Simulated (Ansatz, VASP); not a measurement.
# SiNi in VASP and in Ansatz

Contents of INCAR:

```
SYSTEM = SiNi
ALGO = Normal
EDIFF = 1E-7
ENCUT = 520
GGA = PS
ISIF = 2
ISMEAR = 0
LASPH = .TRUE.
LCHARG = .FALSE.
LREAL = .FALSE.
LWAVE = .FALSE.
NBANDS = 38
NELM = 60
PREC = Accurate
SIGMA = 0.15
```

The input KPOINTS:

```
k-points
0
G
  10 10 10
  0 0 0
```

POSCAR

```
SiNi
1.0
    4.2892579269      0.0000000000      0.0000000000
    0.0000000000      4.2892579269      0.0000000000
    0.0000000000      0.0000000000      4.8254151678
Si Ni
4 4
Direct
    0.8464645187      0.8464645187      0.8464645187
    0.6535354813      0.1535354813      0.3464645187
    0.3464645187      0.6535354813      0.1535354813
    0.1535354813      0.3464645187      0.6535354813
    0.1489904732      0.1489904732      0.1489904732
    0.3510095268      0.8510095268      0.6489904732
    0.6489904732      0.3510095268      0.8510095268
    0.8510095268      0.6489904732      0.3510095268
```

Input for Ansatz:

```yaml
crystal:
  lattice:
    - [4.2892579269, 0.0, 0.0]
    - [0.0, 4.2892579269, 0.0]
    - [0.0, 0.0, 4.8254151678]
  atoms:
    - { symbol: Si, position: [0.8464645187, 0.8464645187, 0.8464645187] }
    - { symbol: Si, position: [0.6535354813, 0.1535354813, 0.3464645187] }
    - { symbol: Si, position: [0.3464645187, 0.6535354813, 0.1535354813] }
    - { symbol: Si, position: [0.1535354813, 0.3464645187, 0.6535354813] }
    - { symbol: Ni, position: [0.1489904732, 0.1489904732, 0.1489904732] }
    - { symbol: Ni, position: [0.3510095268, 0.8510095268, 0.6489904732] }
    - { symbol: Ni, position: [0.6489904732, 0.3510095268, 0.8510095268] }
    - { symbol: Ni, position: [0.8510095268, 0.6489904732, 0.3510095268] }
basis:
  ecutwfc: 420
kpoints:
  mp_grid: { grid: [10, 10, 10] }
hamiltonian:
  xc: pbesol
scf:
  occupations: { method: gaussian, width: 0.15 }
output:
  forces: true
  stress: true
  eigenvalues: true
```

Change from the starting cell: strain -0.040 along x and y, +0.080 along z, atoms carried along.

Alike in both runs: task single point; functional PBEsol; k mesh 10 × 10 × 10; occupations gaussian, width 0.15 eV; no spin polarisation.

|  | VASP | Ansatz |
| --- | --- | --- |
| version | VASP 6.6.1 | Ansatz 0.2.0 |
| potentials or method | VASP PAW PBE potentials, release 64 (Si, Ni), cutoff 520 eV | scalar-relativistic, plane waves, PAW |
| valence electrons in the cell | 56 | 88 |

```csv
,VASP,Ansatz,Ansatz less VASP
gap on the k mesh at the Fermi level (eV),none,none,-
pressure (GPa),3.6,3.3,-0.23
"traceless stress, the component that is largest in VASP (GPa)",-7.79,-7.58,+0.217
rms of the force components (eV/Å),0.196,0.195,-0.0010
```

VASP's potentials were made for PBE, not for PBEsol. Atom by atom the forces differ by 0.003 eV/Å (rms over components). A gap of «none» marks a metal or a gap that the smearing closes. VASP's potentials hold 56 valence electrons a cell and Ansatz's 88, so a difference there can come from the potentials and not from the codes.
